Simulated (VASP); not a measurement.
Set up this calculation in VASP 6.6.1, as the native input.

```yaml
Task: single point
Functional: PBE
Potentials_or_basis: VASP PAW PBE potentials, release 64 (Cu, O)
Cutoff: 520 eV
k_mesh: 12 × 12 × 8
Occupations: gaussian, width 0.05 eV
Spin: no spin polarisation
Dipole_correction: no
Further_INCAR_settings: ALGO = Normal; EDIFF = 1e-07; NBANDS = 25
```

The structure of CuO lies in POSCAR:

```
CuO
1.0
    2.0988079624     -2.1023328041      0.1645676926
    2.0988079624      2.1023328041      0.1645676926
   -0.4036309796      0.0000000000      5.1448877700
Cu O
2 2
Direct
    0.0000000000      0.5000000000      0.0000000000
    0.5000000000      0.0000000000      0.5000000000
    0.5000086846      0.4999913154      0.2500000000
    0.4999913154      0.5000086846      0.7500000000
```

These files were run (other wordings do the same):

INCAR

```
SYSTEM = CuO
PREC = Accurate
ENCUT = 520
EDIFF = 1E-7
ISMEAR = 0
SIGMA = 0.05
LREAL = .False.
LASPH = .True.
NELM = 80
ALGO = Normal
ISIF = 2
LWAVE = .False.
LCHARG = .True.
GGA = PE
LELF = .True.
LVHAR = .True.
NBANDS = 25
```

KPOINTS

```
regular mesh
0
Gamma
  12 12 8
  0 0 0
```

Potentials or basis: VASP PAW PBE potentials, release 64 (Cu, O).

Command:

```sh
$ cat potpaw_PBE.64/Cu/POTCAR potpaw_PBE.64/O/POTCAR > POTCAR
$ mpirun -np 1 vasp_std > vasp.out
```

Results of the run:

```yaml
Pressure: -2.0 GPa
Band_gap_on_the_k_mesh: zero (bands 17 and 18 overlap by 1.19 eV)
```

Caveat: semilocal functionals often make such compounds metallic where correlation or magnetic order opens a gap, which also shifts bond lengths.

Run time: 7.1 min on 1 thread of Intel Xeon 8259CL, on a shared host, peak memory 0.4 GiB.
